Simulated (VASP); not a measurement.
Rh:

```
Rh
1.0
     2.68397    0.00000    0.00000
     1.34198    2.32438    0.00000
     1.34198    0.77479    2.19145
Rh
1
Direct
  0.00000 0.00000 0.00000
```

```yaml
Program: VASP 6.6.1
Task: relaxation of cell and atoms
Functional: LDA
Potentials_or_basis: VASP PAW LDA potentials, release 64 (Rh_pv)
Cutoff: 600 eV
k_mesh: 10 × 10 × 10
Occupations: fermi-dirac, width 0.05 eV
Spin: no spin polarisation
```

At the start: pressure -9.1 GPa; volume 13.67 Å³/atom.

Q: How do energy, volume and symmetry change on relaxing?

A: Over 4 steps the energy falls by 12.1 meV/atom and the volume is 13.26 Å³/atom (-3.0 %); space group Fm-3m (No. 225, to 0.1 Å) before and after.

Step by step:
```csv
step,energy change (eV),largest force (eV/Å),pressure (GPa),volume (Å³)
1,0.0000,0.0000,-9.05,13.67
2,0.0870,0.0000,32.69,12.20
3,-0.0120,0.0000,-0.29,13.27
4,-0.0121,0.0000,-0.05,13.26
```

Final structure:
```
Rh
1.0
     2.65671    0.00000    0.00000
     1.32835    2.30078    0.00000
     1.32835    0.76693    2.16919
Rh
1
Cartesian
  2.6567 0.0000 0.0000
```
